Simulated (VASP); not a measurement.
Wanted: the native input for a VASP 6.6.1 run.

| Property | Result |
| --- | --- |
| Task | single point |
| Functional | LDA |
| Potentials or basis | VASP PAW LDA potentials, release 64 (Se) |
| Cutoff | 520 eV |
| k mesh | 6 × 6 × 5 |
| Occupations | fermi-dirac, width 0.03 eV |
| Spin | no spin polarisation |
| Dipole correction | no |
| Further INCAR settings | ALGO = Normal; EDIFF = 1e-07; NBANDS = 16 |

The structure of Se lies in POSCAR:

```
Se
1.0
    4.3661999489      0.0000000000      0.0000000000
   -2.1830999745      3.7812400738      0.0000000000
    0.0000000000      0.0000000000      4.9040640000
Se
3
Direct
    0.2254000000      0.0000000000      0.3333333333
    0.0000000000      0.2254000000      0.6666666667
    0.7746000000      0.7746000000      0.0000000000
```

This cell differs from its parent crystal: zz strain of -1 %.

One way to write it, as run:

INCAR

```
SYSTEM = Se
  PREC = Accurate
  ENCUT = 520
  EDIFF = 1E-7
  ISMEAR = -1
  SIGMA = 0.03
  LREAL = .False.
  LASPH = .True.
  NELM = 80
  ALGO = Normal
  ISIF = 2
  LWAVE = .False.
  LCHARG = .True.
  LELF = .True.
  LVHAR = .True.
  NBANDS = 16
```

KPOINTS

```
regular mesh
0
Gamma
  6 6 5
  0 0 0
```

Potentials or basis: VASP PAW LDA potentials, release 64 (Se).

Launch:

```sh
$ cat potpaw_LDA.64/Se/POTCAR > POTCAR
$ mpirun -np 1 vasp_std > vasp.out
```

It gave:

```
Pressure               : -0.3 GPa
Largest force          : 0.381 eV/Å
Band gap on the k mesh : 1.16 eV, indirect (least direct gap 1.51 eV)
```

Caveat: the cell differs from its parent crystal (zz strain of -1 %).

Run time: 9.5 s on 1 thread of Intel(R) Xeon(R) 6975P-C (Granite Rapids), with other jobs on the host, peak memory 0.16 GiB.
